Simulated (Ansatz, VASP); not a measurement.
## P in VASP and in Ansatz

```xyz
1
Lattice="-1.3238 1.3238 2.2771 1.3238 -1.3238 2.2771 1.3238 1.3238 -2.2771" Properties=species:S:1:pos:R:3 pbc="T T T"
P     0.0000    0.0000    0.0000
```

Alike in both runs: task single point; functional PBEsol; k mesh 22 × 22 × 22; occupations gaussian, width 0.1 eV; no spin polarisation.

|  | VASP | Ansatz |
| --- | --- | --- |
| version | VASP 6.6.1 | Ansatz 0.2.0 |
| potentials or method | VASP PAW PBE potentials, release 64 (P), cutoff 520 eV | scalar-relativistic, plane waves, PAW |
| valence electrons in the cell | 5 | 5 |

Ansatz gave:

* gap on the k mesh at the Fermi level (eV): none
* pressure (GPa): -10.8
* traceless stress, the component that is largest in VASP (GPa): 6.55

Question: What did VASP give for the same quantities?

Answer: gap on the k mesh at the Fermi level (eV): none; pressure (GPa): -10.7; traceless stress, the component that is largest in VASP (GPa): 6.54.

VASP's potentials were made for PBE, not for PBEsol. A gap of «none» marks a metal or a gap that the smearing closes. The functional is the same, so the differences come from potentials, cutoffs and numerics.
